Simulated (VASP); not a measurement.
A run of VASP 6.6.1:

The input INCAR:

```
ALGO = Normal
EDIFF = 1E-6
ENCUT = 400
GGA = PE
GGA_COMPAT = F
ISIF = 2
ISMEAR = -1
ISYM = -1
LASPH = T
LCHARG = T
LELF = T
LREAL = Auto
LVHAR = T
LWAVE = F
NBANDS = 50
NELM = 120
PREC = Accurate
SIGMA = 0.05
```

KPOINTS

```
explicit points
1
Reciprocal
  0.25000000   0.25000000   0.25000000 1
```

The input POSCAR:

```
SiP
1.0
    6.2232790000     -0.0106730000     -0.0715470000
   -0.0106730000      5.9163510000     -0.1152730000
   -0.0715470000     -0.1152730000      5.8539670000
Si P
8 8
Direct
    0.6684555293      0.2982150727      0.5346752269
    0.1399180360      0.3788423060      0.6597703753
    0.0687038337      0.9524777064      1.0035407640
    0.2787939009      0.8593497316      0.3547932007
    0.6542482359      0.9239502056      0.8267151165
    0.0413825541      0.5035979078      0.2640541088
    0.7419123716      0.6781110703      0.5161111263
   -0.0313574281      1.0045624451      0.5987152638
    0.9371370259      0.5942125602      0.9032124724
    0.6443292560      0.3523437514      0.9434939668
    0.8464342887      0.1706862406      0.2139852085
    0.6073666283      0.8642963625      0.2144233636
    0.3811262010      0.6826612044      0.6694849563
    0.3579020661      0.1301106778      0.8512969184
    0.3197356375      0.2574897645      0.3405158832
    0.3996369718      0.5412073651      0.1452760877
```

Potentials or basis: VASP PAW PBE potentials, release 64 (Si, P).

Launch:

```bash
$ cat potpaw_PBE.64/Si/POTCAR potpaw_PBE.64/P/POTCAR > POTCAR
$ mpirun -np 1 vasp_std > vasp.out
```

Hardware: 1 thread of Intel(R) Xeon(R) Platinum 8259CL CPU @ 2.50GHz (Skylake/Cascade Lake) (shared host).

Task: Estimate the wall time of this run.

Result: Wall time 21 s on 1 thread of Intel(R) Xeon(R) Platinum 8259CL CPU @ 2.50GHz (Skylake/Cascade Lake), with other jobs on the host, peak memory 0.23 GiB. Counts: scf iterations 13, k points 1.
